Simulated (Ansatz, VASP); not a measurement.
# CaSe in VASP and in Ansatz

The input POSCAR:

```
CaSe
1.0
    0.0000000000      3.2795613675      3.2795613675
    3.2795613675      0.0000000000      3.2795613675
    3.2795613675      3.2795613675      0.0000000000
Ca Se
1 1
Direct
    0.0000000000      0.0000000000      0.0000000000
    0.2500000000      0.2500000000      0.2500000000
```

The input INCAR.step1:

```
SYSTEM = CaSe
  PREC = Accurate
  ENCUT = 520
  ISMEAR = 1
  SIGMA = 0.5
  LREAL = .FALSE.
  LASPH = .TRUE.
  NELM = 80
  NBANDS = 15
  GGA = PE
  ALGO = Normal
  EDIFF = 1E-4
  LWAVE = .TRUE.
  LCHARG = .FALSE.
```

The input INCAR.step2:

```
SYSTEM = CaSe
  PREC = Accurate
  ENCUT = 520
  EDIFF = 1E-6
  ISMEAR = 1
  SIGMA = 0.5
  LREAL = .FALSE.
  LASPH = .TRUE.
  NELM = 80
  ALGO = Normal
  ISIF = 2
  LWAVE = .FALSE.
  LCHARG = .FALSE.
  METAGGA = R2SCAN
  LMIXTAU = .TRUE.
  NBANDS = 15
  ISTART = 1
```

Contents of KPOINTS:

```
regular mesh
0
G
  4 4 4
  0 0 0
```

Input for Ansatz:

```yaml
crystal:
  lattice:
    - [0.0, 3.2795613675, 3.2795613675]
    - [3.2795613675, 0.0, 3.2795613675]
    - [3.2795613675, 3.2795613675, 0.0]
  atoms:
    - { symbol: Ca, position: [0.0, 0.0, 0.0] }
    - { symbol: Se, position: [0.25, 0.25, 0.25] }
kpoints:
  mp_grid: { grid: [4, 4, 4] }
hamiltonian:
  xc: r2scan
scf:
  occupations: { method: cold, width: 0.5 }
  n_extra_bands: 4
output:
  forces: true
  stress: true
  eigenvalues: true
```

Alike in both runs: task single point; functional r2SCAN; k mesh 4 × 4 × 4; no spin polarisation.

```csv
,VASP,Ansatz
version,VASP 6.6.1,Ansatz 0.2.0
potentials or method,"VASP PAW PBE potentials, release 64 (Ca_sv, Se)",plane waves
plane-wave cutoff (eV),520,500
occupations,"methfessel-paxton of order 1, width 0.5 eV","cold, width 0.5 eV"
valence electrons in the cell,16,26
```

Ansatz gave:

```
gap on the k mesh at the Fermi level (eV) : 3.70
pressure (GPa)                            : 0.0
```

**Question.** What did VASP give for the same quantities?

**Answer.** gap on the k mesh at the Fermi level (eV): 3.69; pressure (GPa): 0.2.

VASP's potentials were made for PBE, not for r2SCAN. VASP's potentials hold 16 valence electrons a cell and Ansatz's 26, so a difference there can come from the potentials and not from the codes.
